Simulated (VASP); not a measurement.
Write the native input for VASP 6.6.1 that does the following.

| Quantity | Value |
| --- | --- |
| Task | single point |
| Functional | PBE |
| Potentials or basis | VASP PAW PBE potentials, release 64 (Y_sv, Rh_pv, C) |
| Cutoff | 520 eV |
| k mesh | 6 × 6 × 1 |
| Occupations | gaussian, width 0.1 eV |
| Spin | no spin polarisation |
| Dipole correction | no |
| Further INCAR settings | ALGO = Normal; EDIFF = 1e-06; NBANDS = 61 |

The structure of Y2RhC3 lies in POSCAR:

```
Y2RhC3
1.0
    3.6001141499      0.0000000000      0.0000000000
   -1.8000570750      3.1177903104      0.0000000000
    0.0000000000      0.0000000000     15.3341530678
Y Rh C
4 2 6
Direct
    0.3333333333      0.6666666667      0.9101943865
    0.6666666667      0.3333333333      0.4101943865
    0.6666666667      0.3333333333      0.0898056135
    0.3333333333      0.6666666667      0.5898056135
    0.0000000000      0.0000000000      0.2500000000
    0.0000000000      0.0000000000      0.7500000000
    0.0000000000      0.0000000000      0.5000000000
    0.0000000000      0.0000000000      0.0000000000
    0.3333333333      0.6666666667      0.2950915644
    0.6666666667      0.3333333333      0.7950915644
    0.6666666667      0.3333333333      0.7049084356
    0.3333333333      0.6666666667      0.2049084356
```

The input as run:

INCAR

```
PREC = Accurate
ENCUT = 520
EDIFF = 1E-6
ISMEAR = 0
SIGMA = 0.1
LREAL = F
LASPH = T
NELM = 100
ALGO = Normal
ISIF = 2
LWAVE = F
LCHARG = T
GGA = PE
LELF = T
LVHAR = T
NBANDS = 61
```

KPOINTS

```
Automatic mesh
0
Gamma
  6 6 1
```

Potentials or basis: VASP PAW PBE potentials, release 64 (Y_sv, Rh_pv, C).

Launch:

```bash
$ cat potpaw_PBE.64/Y_sv/POTCAR potpaw_PBE.64/Rh_pv/POTCAR potpaw_PBE.64/C/POTCAR > POTCAR
$ mpirun -np 1 vasp_std > vasp.out
```

Results of the run:

```
Pressure               : 0.0 GPa
Largest force          : 0.091 eV/Å
Band gap on the k mesh : zero (bands 49 and 50 overlap by 2.38 eV)
```

Caveat: the k points lie up to 0.41 Å⁻¹ apart, too coarse for converged energies and pressures of a metal.

Wall time 2.7 min on 1 thread of AMD EPYC 9R14 (Zen 4), on a shared host, peak memory 0.29 GiB.
